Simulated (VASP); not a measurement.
# TiZn3 (Pm-3m) in VASP: single point with LDA

Aim: the single point of TiZn3 with LDA.

Program: VASP 6.6.1. These are calculated values, not measurements. Logs are shortened: lines on timing, memory, paths and dates and some standing lists are left out, and cuts for length are marked.

## Step 1: The cell of the first run

It takes space group Pm-3m (No. 221, cubic). Conventional cell: a = 3.932 Å, b = 3.932 Å, c = 3.932 Å, α = 90.00°, β = 90.00°, γ = 90.00°. Within 3.7 Å of Ti (site symmetry m-3m) lie 12 Zn at 2.78 Å. Within 3.7 Å of Zn (site symmetry 4/mmm) lie 4 Ti at 2.78 Å and 8 Zn at 2.78 Å.

## Step 2: Single point, LDA

Contents of INCAR:

```
  ALGO = Normal
  EDIFF = 1E-6
  ENCUT = 520
  ISIF = 2
  ISMEAR = 1
  LASPH = True
  LCHARG = False
  LREAL = False
  LWAVE = False
  NBANDS = 32
  NELM = 60
  PREC = Accurate
  SIGMA = 0.15
```

Contents of KPOINTS:

```
k-points
0
Gamma
  6 6 6
```

Contents of POSCAR:

```
TiZn3
1.0
    3.9322000000      0.0000000000      0.0000000000
    0.0000000000      3.9322000000      0.0000000000
    0.0000000000      0.0000000000      3.9322000000
Ti Zn
1 3
Direct
    0.0000000000      0.0000000000      0.0000000000
    0.0000000000      0.5000000000      0.5000000000
    0.5000000000      0.0000000000      0.5000000000
    0.5000000000      0.5000000000      0.0000000000
```

Potentials or basis: VASP PAW LDA potentials, release 64 (Ti_sv, Zn).

On the command line:

```bash
$ cat potpaw_LDA.64/Ti_sv/POTCAR potpaw_LDA.64/Zn/POTCAR > POTCAR
$ mpirun -np 1 vasp_std > vasp.out
```

OUTCAR:

```text
EDIFF = 1E-6
   ENCUT = 520
   ISIF = 2
   ISMEAR = 1
   LASPH = True
   LREAL = False
   NELM = 60
   PREC = Accurate

 ion  position               nearest neighbor table
   1  0.000  0.000  0.000-   2 2.78   3 2.78   4 2.78   2 2.78   3 2.78   2 2.78   4 2.78   2 2.78
                             3 2.78   4 2.78   3 2.78   4 2.78
   2  0.000  0.500  0.500-   1 2.78   3 2.78   4 2.78   1 2.78   4 2.78   1 2.78   3 2.78   1 2.78
                             3 2.78   4 2.78   4 2.78   3 2.78
   3  0.500  0.000  0.500-   1 2.78   2 2.78   4 2.78   1 2.78   4 2.78   2 2.78   4 2.78   4 2.78
                             1 2.78   2 2.78   1 2.78   2 2.78
   4  0.500  0.500  0.000-   1 2.78   2 2.78   3 2.78   2 2.78   3 2.78   1 2.78   3 2.78   3 2.78
                             1 2.78   2 2.78   2 2.78   1 2.78

  LATTYP: Found a simple cubic cell.
 ALAT       =     3.9322000000

  Lattice vectors:

 A1 = (   3.9322000000,   0.0000000000,   0.0000000000)
 A2 = (   0.0000000000,   3.9322000000,   0.0000000000)
 A3 = (   0.0000000000,   0.0000000000,   3.9322000000)

Analysis of symmetry for initial positions (statically):
=====================================================================
 Subroutine PRICEL returns:
 Original cell was already a primitive cell.

 Routine SETGRP: Setting up the symmetry group for a
 simple cubic supercell.

 Subroutine GETGRP returns: Found 48 space group operations
 (whereof 48 operations were pure point group operations)
 out of a pool of 48 trial point group operations.

The static configuration has the point symmetry O_h .

Analysis of symmetry for dynamics (positions and initial velocities):
=====================================================================
 Subroutine PRICEL returns:
 Original cell was already a primitive cell.

 Routine SETGRP: Setting up the symmetry group for a
 simple cubic supercell.

 Subroutine GETGRP returns: Found 48 space group operations
 (whereof 48 operations were pure point group operations)
 out of a pool of 48 trial point group operations.

The dynamic configuration has the point symmetry O_h .

 Subroutine INISYM returns: Found 48 space group operations
 (whereof 48 operations are pure point group operations),
 and found     1 'primitive' translations

----------------------------------------------------------------------------------------

                                     Primitive cell

[... 88 lines left out ...]
   NELM   =     60;   NELMIN=  2; NELMDL= -5     # of ELM steps
   EDIFF  = 0.1E-05   stopping-criterion for ELM
   LREAL  =      F    real-space projection
   EDIFFG = 0.1E-04   stopping-criterion for IOM
   NSW    =      0    number of steps for IOM
   IBRION =     -1    ionic relax: 0-MD 1-quasi-New 2-CG
   NFREE  =      0    steps in history (QN), initial steepest desc. (CG)
   ISIF   =      2    stress and relaxation
   ISYM   =      2    0-nonsym 1-usesym 2-fastsym
   POTIM  = 0.5000    time-step for ionic-motion
   TEBEG  =    0.0;   TEEND  =   0.0 temperature during run
   PSTRESS=    0.0 pullay stress
   NELECT =      48.0000    total number of electrons
   NUPDOWN=      -1.0000    fix difference up-down
   EMIN   =  10.00;   EMAX   =-10.00  energy-range for DOS
   EFERMI =   0.00;   METHOD = LEGACY
   ISMEAR =     1;   SIGMA  =   0.15  broadening in eV -4-tet -1-fermi 0-gaus
   EFERMI_NEDOS =   21; number of points for ismear=-14 and -15
   IALGO  =     38    algorithm
   IMIX   =      4    mixing-type and parameters
     AMIX     =   0.40;   BMIX     =  1.00
     AMIX_MAG =   1.60;   BMIX_MAG =  1.00
  volume/ion in A,a.u.               =      15.20       102.58
  Fermi-wavevector in a.u.,A,eV,Ry     =   1.513049  2.859248 31.148050  2.289317
  Thomas-Fermi vector in A             =   2.622892
   LORBIT       =      0    0 simple, 1 ext, 2 COOP (PROOUT), +10 PAW based schemes
   GGA     = CA    functional components
   LHFCALC =     F    Hartree Fock is set to
   AEXX    =    0.0000 exact exchange contribution
   IVDW    =     0    specifies the selected vdW correction
   LEPSILON=     F    determine dielectric tensor
   LRPA    =     F    only Hartree local field effects (RPA)
 non-spin polarized calculation
 Methfessel and Paxton  Order N= 1 SIGMA  =   0.15
  energy-cutoff  :      520.00
  volume of cell :       60.80
 maximum number of plane-waves:      1662
 NGX is ok and might be reduce to    30
   NGX = 15   NGY = 15   NGZ = 15

 number of electron      47.9999979 magnetization

 Free energy of the ion-electron system (eV)
  ---------------------------------------------------
  ext. energy  EPLUGINS =         0.00000000
  ---------------------------------------------------
  free energy    TOTEN  =       -14.90583406 eV

  energy without entropy =      -14.89878972  energy(sigma->0) =      -14.90348595

 E-fermi :   4.1019     XC(G=0): -12.0504

 val. band max:        4.1016747343   @ k =   0.5000   0.3333   0.1667
 cond. band min:       4.1139560556   @ k =   0.1667   0.1667   0.0000
 fundamental gap:      0.0122813212
 Fermi energy:         4.1019214830

 k-point     1 :       0.0000    0.0000    0.0000
  band No.  band energies     occupation
      1     -51.9913      2.00000
      2     -28.6376      2.00000
      3     -28.6376      2.00000
      4     -28.6376      2.00000
      5      -5.0836      2.00000
      6      -3.5997      2.00000
[... 689 lines left out ...]
     31       7.8775      0.00000
     32       8.0740      0.00000

------------------------ aborting loop because EDIFF is reached ----------------------------------------

  FORCE on cell =-STRESS in cart. coord.  units (eV):
  Direction    XX          YY          ZZ          XY          YZ          ZX
  --------------------------------------------------------------------------------------
  -------------------------------------------------------------------------------------
  Total       -3.5818254     -3.5818254     -3.5818254     -0.0000000     -0.0000000      0.0000000
  in kB      -94.3861344    -94.3861344    -94.3861344     -0.0000000     -0.0000000      0.0000000
  external PRESSURE =     -94.3861344 kB  Pullay stress =       0.0000000 kB

 VOLUME and BASIS-vectors are now :
 -----------------------------------------------------------------------------
  energy-cutoff  :      520.00
  volume of cell :       60.80
      direct lattice vectors                 reciprocal lattice vectors
     3.932200000  0.000000000  0.000000000     0.254310564  0.000000000  0.000000000
     0.000000000  3.932200000  0.000000000     0.000000000  0.254310564  0.000000000
     0.000000000  0.000000000  3.932200000     0.000000000  0.000000000  0.254310564

 POSITION                                       TOTAL-FORCE (eV/Angst)
 -----------------------------------------------------------------------------------
      0.00000      0.00000      0.00000         0.000000      0.000000      0.000000
      0.00000      1.96610      1.96610         0.000000      0.000000      0.000000
      1.96610      0.00000      1.96610         0.000000      0.000000      0.000000
      1.96610      1.96610      0.00000         0.000000      0.000000      0.000000
 -----------------------------------------------------------------------------------
    total drift:                                0.000000      0.000000     -0.000000

  FREE ENERGIE OF THE ION-ELECTRON SYSTEM (eV)
  ---------------------------------------------------
  free  energy   TOTEN  =       -14.9058340646 eV

  energy  without entropy=      -14.8987897232  energy(sigma->0) =      -14.90348595
```

Run time: 76 s. Hardware: 1 thread of AMD EPYC 7R43 (Zen 3), shared host; peak memory 0.12 GiB.

What came out:

- Free energy: -14.9058 eV
- Pressure: -9.4 GPa
- Band gap on the k mesh: zero (band 24 reaches 4.57 eV, above the bottom of band 25 at 2.74 eV)
